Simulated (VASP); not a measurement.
# Ti3Si (Fm-3m) in VASP: notebook

Runs on Ti3Si. Level: r2SCAN. Tasks: single point.

Everything below comes from runs of VASP 6.6.1. Logs are shortened: lines on timing, memory, paths and dates and some standing lists are left out, and cuts for length are marked.

## 1. The cell of the first run

Symmetry: Fm-3m, No. 225, cubic system. The conventional cell has a = 6.289 Å, b = 6.289 Å, c = 6.289 Å, α = 90.00°, β = 90.00°, γ = 90.00°. Ti (site symmetry -43m) has 10 Ti at 2.72 to 3.14 Å and 4 Si at 2.72 Å within 3.6 Å. Ti (site symmetry m-3m) has 8 Ti at 2.72 Å and 6 Si at 3.14 Å within 3.6 Å. Within 3.6 Å of Si (site symmetry m-3m) lie 14 Ti at 2.72 to 3.14 Å.

## 2. Single point, r2SCAN

Input file POSCAR:

```
Ti3Si
1.0
    0.0000000000      3.1443560000      3.1443560000
    3.1443560000      0.0000000000      3.1443560000
    3.1443560000      3.1443560000      0.0000000000
Ti Si
3 1
Direct
    0.7500000000      0.7500000000      0.7500000000
    0.2500000000      0.2500000000      0.2500000000
    0.0000000000      0.0000000000      0.0000000000
    0.5000000000      0.5000000000      0.5000000000
```

Input file INCAR.step1:

```
PREC = Accurate ; ENCUT = 520
ISMEAR = 1 ; SIGMA = 0.15
LREAL = F ; LASPH = T
NELM = 60 ; NBANDS = 28
GGA = PE ; ALGO = Normal
EDIFF = 1E-4 ; LWAVE = T
LCHARG = F
```

Input file INCAR.step2:

```
PREC = Accurate ; ENCUT = 520
EDIFF = 1E-7 ; ISMEAR = 1
SIGMA = 0.15 ; LREAL = F
LASPH = T ; NELM = 60
ALGO = Normal ; ISIF = 2
LWAVE = F ; LCHARG = F
METAGGA = R2SCAN ; LMIXTAU = T
NBANDS = 28 ; ISTART = 1
```

Input file KPOINTS:

```
regular mesh
0
Gamma
  6 6 6
```

Potentials or basis: VASP PAW PBE potentials, release 64 (Ti_sv, Si).

Run with:

```
> cat potpaw_PBE.64/Ti_sv/POTCAR potpaw_PBE.64/Si/POTCAR > POTCAR
> cp INCAR.step1 INCAR
> mpirun -np 1 vasp_std > vasp.out
> cp INCAR.step2 INCAR
> mpirun -np 1 vasp_std > vasp.out
```

OUTCAR:

```text
PREC = Accurate
   ENCUT = 520
   EDIFF = 1E-7
   ISMEAR = 1
   LREAL = F
   LASPH = T
   NELM = 60
   ISIF = 2
   METAGGA = R2SCAN
   ISTART = 1

 ion  position               nearest neighbor table
   1  0.750  0.750  0.750-   4 2.72   4 2.72   4 2.72   3 2.72   4 2.72   3 2.72   3 2.72   3 2.72

   2  0.250  0.250  0.250-   3 2.72   3 2.72   3 2.72   3 2.72   4 2.72   4 2.72   4 2.72   4 2.72

   3  0.000  0.000  0.000-   1 2.72   1 2.72   1 2.72   1 2.72   2 2.72   2 2.72   2 2.72   2 2.72

   4  0.500  0.500  0.500-   2 2.72   2 2.72   2 2.72   1 2.72   2 2.72   1 2.72   1 2.72   1 2.72

  LATTYP: Found a face centered cubic cell.
 ALAT       =     6.2887120000

  Lattice vectors:

 A1 = (   0.0000000000,   3.1443560000,   3.1443560000)
 A2 = (   3.1443560000,   0.0000000000,   3.1443560000)
 A3 = (   3.1443560000,   3.1443560000,   0.0000000000)

Analysis of symmetry for initial positions (statically):
=====================================================================
 Subroutine PRICEL returns:
 Original cell was already a primitive cell.

 Routine SETGRP: Setting up the symmetry group for a
 face centered cubic supercell.

 Subroutine GETGRP returns: Found 48 space group operations
 (whereof 48 operations were pure point group operations)
 out of a pool of 48 trial point group operations.

The static configuration has the point symmetry O_h .

Analysis of symmetry for dynamics (positions and initial velocities):
=====================================================================
 Subroutine PRICEL returns:
 Original cell was already a primitive cell.

 Routine SETGRP: Setting up the symmetry group for a
 face centered cubic supercell.

 Subroutine GETGRP returns: Found 48 space group operations
 (whereof 48 operations were pure point group operations)
 out of a pool of 48 trial point group operations.

The dynamic configuration has the point symmetry O_h .

 Subroutine INISYM returns: Found 48 space group operations
 (whereof 48 operations are pure point group operations),
 and found     1 'primitive' translations

----------------------------------------------------------------------------------------

                                     Primitive cell

  volume of cell :      62.1763

  direct lattice vectors                    reciprocal lattice vectors
     0.000000000  3.144356000  3.144356000    -0.159015073  0.159015073  0.159015073
     3.144356000  0.000000000  3.144356000     0.159015073 -0.159015073  0.159015073
     3.144356000  3.144356000  0.000000000     0.159015073  0.159015073 -0.159015073

  length of vectors
     4.446790900  4.446790900  4.446790900     0.275422186  0.275422186  0.275422186

  position of ions in fractional coordinates (direct lattice)
     0.750000000  0.750000000  0.750000000
     0.250000000  0.250000000  0.250000000
     0.000000000  0.000000000  0.000000000
     0.500000000  0.500000000  0.500000000

  ion indices of the primitive-cell ions
   primitive index   ion index
                 1           1
                 2           2
                 3           3
                 4           4

----------------------------------------------------------------------------------------

 KPOINTS: regular mesh

Automatic generation of k-mesh.
 Grid dimensions read from file:
 generate k-points for:    6    6    6

 Generating k-lattice:

  Cartesian coordinates                     Fractional coordinates (reciprocal lattice)
    -0.026502512  0.026502512  0.026502512     0.166666667  0.000000000  0.000000000
     0.026502512 -0.026502512  0.026502512     0.000000000  0.166666667  0.000000000
     0.026502512  0.026502512 -0.026502512     0.000000000  0.000000000  0.166666667

  Length of vectors
     0.045903698  0.045903698  0.045903698

  Shift w.r.t. Gamma in fractional coordinates (k-lattice)
     0.000000000  0.000000000  0.000000000

 Subroutine IBZKPT returns following result:
 ===========================================

 Found     16 irreducible k-points:

 Following reciprocal coordinates:
            Coordinates               Weight
  0.000000  0.000000  0.000000      1.000000
  0.166667  0.000000  0.000000      8.000000
  0.333333  0.000000  0.000000      8.000000
  0.500000  0.000000  0.000000      4.000000
  0.166667  0.166667  0.000000      6.000000
  0.333333  0.166667  0.000000     24.000000
[... 8 lines left out ...]
 -0.333333  0.333333  0.166667     24.000000
 -0.333333  0.500000  0.166667     12.000000
   k-points           NKPTS =     16   k-points in BZ     NKDIM =     16   number of bands    NBANDS=     28
   number of dos      NEDOS =    301   number of ions     NIONS =      4
   total plane-waves  NPLWV =  46656
   dimension x,y,z NGX =    36 NGY =   36 NGZ =   36
   dimension x,y,z NGXF=    72 NGYF=   72 NGZF=   72
   ions per type =               3   1
   NGX,Y,Z   is equivalent  to a cutoff of  13.46, 13.46, 13.46 a.u.
   NGXF,Y,Z  is equivalent  to a cutoff of  26.92, 26.92, 26.92 a.u.
 SYSTEM =  unknown system
   PREC   = accura    normal or accurate (medium, high low for compatibility)
   ISTART =      1    job   : 0-new  1-cont  2-samecut
   ICHARG =      0    charge: 1-file 2-atom 10-const
   ISPIN  =      1    spin polarized calculation?
   LNONCOLLINEAR =      F non collinear calculations
   LSORBIT =      F    spin-orbit coupling
   LASPH  =      T    aspherical Exc in radial PAW
   ENCUT  =  520.0 eV  38.22 Ry    6.18 a.u.   8.27  8.27  8.27*2*pi/ulx,y,z
   NELM   =     60;   NELMIN=  2; NELMDL=  0     # of ELM steps
   EDIFF  = 0.1E-06   stopping-criterion for ELM
   LREAL  =      F    real-space projection
   EDIFFG = 0.1E-05   stopping-criterion for IOM
   NSW    =      0    number of steps for IOM
   IBRION =     -1    ionic relax: 0-MD 1-quasi-New 2-CG
   NFREE  =      0    steps in history (QN), initial steepest desc. (CG)
   ISIF   =      2    stress and relaxation
   ISYM   =      2    0-nonsym 1-usesym 2-fastsym
   POTIM  = 0.5000    time-step for ionic-motion
   TEBEG  =    0.0;   TEEND  =   0.0 temperature during run
   PSTRESS=    0.0 pullay stress
   NELECT =      40.0000    total number of electrons
   NUPDOWN=      -1.0000    fix difference up-down
   EMIN   =  10.00;   EMAX   =-10.00  energy-range for DOS
   EFERMI =   0.00;   METHOD = LEGACY
   ISMEAR =     1;   SIGMA  =   0.15  broadening in eV -4-tet -1-fermi 0-gaus
   EFERMI_NEDOS =   21; number of points for ismear=-14 and -15
   IALGO  =     38    algorithm
   IMIX   =      4    mixing-type and parameters
     AMIX     =   0.40;   BMIX     =  1.00
     AMIX_MAG =   1.60;   BMIX_MAG =  1.00
  volume/ion in A,a.u.               =      15.54       104.90
  Fermi-wavevector in a.u.,A,eV,Ry     =   1.413253  2.670660 27.174683  1.997283
  Thomas-Fermi vector in A             =   2.534917
   LORBIT       =      0    0 simple, 1 ext, 2 COOP (PROOUT), +10 PAW based schemes
   METAGGA = R2SCAN    functional components
   LHFCALC =     F    Hartree Fock is set to
   AEXX    =    0.0000 exact exchange contribution
   IVDW    =     0    specifies the selected vdW correction
   LEPSILON=     F    determine dielectric tensor
   LRPA    =     F    only Hartree local field effects (RPA)
 non-spin polarized calculation
 Methfessel and Paxton  Order N= 1 SIGMA  =   0.15
  energy-cutoff  :      520.00
  volume of cell :       62.18
 maximum number of plane-waves:      1687
 NGX is ok and might be reduce to    36
   NGX = 17   NGY = 17   NGZ = 17

 number of electron      39.9999991 magnetization

 Free energy of the ion-electron system (eV)
  ---------------------------------------------------
  ext. energy  EPLUGINS =         0.00000000
  ---------------------------------------------------
  free energy    TOTEN  =       -48.86121971 eV

  energy without entropy =      -48.85738256  energy(sigma->0) =      -48.85994066

 E-fermi :   9.3540     XC(G=0): -12.6344

 val. band max:        9.3507007564   @ k =  -0.1667   0.1667   0.0000
 cond. band min:       9.4156375960   @ k =   0.5000   0.1667   0.0000
 fundamental gap:      0.0649368396
 Fermi energy:         9.3539660122

 k-point     1 :       0.0000    0.0000    0.0000
  band No.  band energies     occupation
      1     -49.5633      2.00000
      2     -49.4793      2.00000
      3     -49.0031      2.00000
      4     -24.8351      2.00000
      5     -24.8351      2.00000
      6     -24.8351      2.00000
[... 20 lines left out ...]
     27      12.8197      0.00000
     28      12.8203      0.00000

 k-point     2 :       0.1667    0.0000    0.0000
  band No.  band energies     occupation
      1     -49.5544      2.00000
      2     -49.4829      2.00000
      3     -49.0086      2.00000
      4     -24.8891      2.00000
      5     -24.8610      2.00000
      6     -24.8610      2.00000
[... 20 lines left out ...]
     27      12.7256      0.00000
     28      12.7885      0.00000

 k-point     3 :       0.3333    0.0000    0.0000
  band No.  band energies     occupation
      1     -49.5333      2.00000
      2     -49.4930      2.00000
      3     -49.0200      2.00000
      4     -24.8974      2.00000
      5     -24.8924      2.00000
      6     -24.8923      2.00000
[... 20 lines left out ...]
     27      12.6878      0.00000
     28      12.6878      0.00000

 k-point     4 :       0.5000    0.0000    0.0000
  band No.  band energies     occupation
      1     -49.5143      2.00000
      2     -49.5063      2.00000
      3     -49.0260      2.00000
      4     -24.9048      2.00000
      5     -24.9047      2.00000
      6     -24.8709      2.00000
[... 330 lines left out ...]
     27      12.5917      0.00000
     28      12.7349      0.00000

 k-point    15 :      -0.3333    0.3333    0.1667
  band No.  band energies     occupation
      1     -49.5081      2.00000
      2     -49.5061      2.00000
      3     -49.0325      2.00000
      4     -25.0143      2.00000
      5     -24.9035      2.00000
      6     -24.8773      2.00000
[... 20 lines left out ...]
     27      12.2750     -0.00000
     28      12.6682      0.00000

 k-point    16 :      -0.3333    0.5000    0.1667
  band No.  band energies     occupation
      1     -49.5106      2.00000
      2     -49.5015      2.00000
      3     -49.0347      2.00000
      4     -25.0386      2.00000
      5     -24.9547      2.00000
      6     -24.8710      2.00000
[... 20 lines left out ...]
     27      12.1601     -0.00000
     28      12.2387     -0.00000

------------------------ aborting loop because EDIFF is reached ----------------------------------------

  FORCE on cell =-STRESS in cart. coord.  units (eV):
  Direction    XX          YY          ZZ          XY          YZ          ZX
  --------------------------------------------------------------------------------------
  -------------------------------------------------------------------------------------
  Total       -0.6222081     -0.6222081     -0.6222081     -0.0000000     -0.0000000      0.0000000
  in kB      -16.0332344    -16.0332344    -16.0332344     -0.0000000     -0.0000000      0.0000000
  external PRESSURE =     -16.0332344 kB  Pullay stress =       0.0000000 kB

 VOLUME and BASIS-vectors are now :
 -----------------------------------------------------------------------------
  energy-cutoff  :      520.00
  volume of cell :       62.18
      direct lattice vectors                 reciprocal lattice vectors
     0.000000000  3.144356000  3.144356000    -0.159015073  0.159015073  0.159015073
     3.144356000  0.000000000  3.144356000     0.159015073 -0.159015073  0.159015073
     3.144356000  3.144356000  0.000000000     0.159015073  0.159015073 -0.159015073

 POSITION                                       TOTAL-FORCE (eV/Angst)
 -----------------------------------------------------------------------------------
      4.71653      4.71653      4.71653        -0.000000     -0.000000     -0.000000
      1.57218      1.57218      1.57218         0.000000      0.000000      0.000000
      0.00000      0.00000      0.00000         0.000000     -0.000000      0.000000
      3.14436      3.14436      3.14436         0.000000     -0.000000      0.000000
 -----------------------------------------------------------------------------------
    total drift:                                0.000000      0.000000      0.000000

  FREE ENERGIE OF THE ION-ELECTRON SYSTEM (eV)
  ---------------------------------------------------
  free  energy   TOTEN  =       -48.8612197137 eV

  energy  without entropy=      -48.8573825592  energy(sigma->0) =      -48.85994066
```

Wall time 89 s (1 thread of Intel Xeon 6975P-C (Granite Rapids), shared host); peak memory 0.22 GiB.

What came out:

| Property | Result |
| --- | --- |
| Free energy | -48.8612 eV |
| Pressure | -1.6 GPa |
| Band gap on the k mesh | zero (bands 20 and 21 overlap by 0.46 eV) |

Caveat: the PAW data sets were made with another functional, which shifts forces and pressure a little.

(Part 1 of 2 ends here.)
